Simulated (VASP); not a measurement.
Ru: single point with PBE

The system is Ru.

```
CELL_PARAMETERS angstrom
0.00000 2.08035 1.62268
2.08035 0.00000 1.62268
2.08035 2.08035 0.00000
ATOMIC_POSITIONS crystal
Ru 0.00000 0.00000 0.00000
```

This cell differs from its parent crystal: ratio of the length along z to the lengths across it x 0.78, volume and fractional coordinates fixed.

```
Program                : VASP 6.6.1
Task                   : single point
Functional             : PBE
Potentials or basis    : VASP PAW PBE potentials, release 64 (Ru_pv)
Cutoff                 : 520 eV
k mesh                 : 24 × 24 × 24
Occupations            : gaussian, width 0.15 eV
Spin                   : no spin polarisation
Dipole correction      : no
Further INCAR settings : ALGO = Fast; EDIFF = 1e-06; NBANDS = 13
```

```json
{"Pressure": "2.0 GPa", "Band gap on the k mesh": "zero (bands 7 and 8 overlap by 3.82 eV)"}
```

Stress tensor (GPa, compression positive):
```
-10.94   0.00   0.00
  0.00 -10.94   0.00
  0.00   0.00  27.74
```

Levels at points of the mesh, in eV from the Fermi level:
```tsv
k point	band 4	band 5	band 6	band 7	band 8	band 9	band 10	band 11
(0.00, 0.00, 0.00)	-7.90	-2.97	-2.97	-2.08	-0.71	0.37	10.55	16.05
(0.50, 0.00, 0.00)	-6.04	-4.09	-0.84	0.59	1.01	2.28	9.87	10.55
(0.50, 0.50, 0.00)	-6.25	-6.07	1.63	1.93	1.93	7.45	10.34	10.34
(0.50, 0.00, 0.50)	-6.16	-5.10	0.65	0.79	1.78	2.52	10.54	10.95
```

It took 100 s on 1 thread of Intel(R) Xeon(R) Platinum 8488C (Sapphire Rapids), with other jobs on the host, peak memory 0.29 GiB.
